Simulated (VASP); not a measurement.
Runs of VASP 6.6.1 on BaTe. Symmetry: Fm-3m, No. 225, cubic system. The conventional cell has a = 7.065 Å, b = 7.065 Å, c = 7.065 Å, α = 90.00°, β = 90.00°, γ = 90.00°. Within 4.6 Å of Ba (site symmetry m-3m) lie 6 Te at 3.53 Å. Within 4.6 Å of Te (site symmetry m-3m) lie 6 Ba at 3.53 Å. 

```tsv
task	level	spin	cell	k mesh	cutoff (eV)	smearing	grid for exact exchange (PRECFOCK)	share of exact exchange	screening parameter	gap on the mesh (eV)	pressure (GPa)
single point	PBE	non-collinear, zero start, SOC	as given	6 × 6 × 6	520	gaussian 0.01 eV	-	-	-	-	0.3
single point	HSE06	off	as given	4 × 4 × 4	520	gaussian 0.01 eV	Normal	0.25	0.2079 1/Å	(b)	0.0
relaxation of cell and atoms	r2SCAN	off	relaxed	6 × 6 × 6	600	fermi-dirac 0.02 eV	-	-	-	1.95	0.0
single point	PBE0	off	as given	4 × 4 × 4	520	gaussian 0.01 eV	Normal	0.25	-	2.98	(a)
dielectric tensor	r2SCAN	off	as given	6 × 6 × 6	520	gaussian 0.01 eV	-	-	-	1.93	-
```

Alike in all rows: potentials or basis VASP PAW PBE potentials, release 64 (Ba_sv, Te).

Fill in the values left out.

(a) -0.1; (b) 2.30.

Caveats: the PAW data sets were made with another functional, which shifts forces and pressure a little (at least some runs); spin-orbit coupling is left out, which moves the levels of the heavy elements (at least some runs).

A k mesh can miss the band edges, and rows without SOC leave out spin-orbit coupling on Ba, Te.
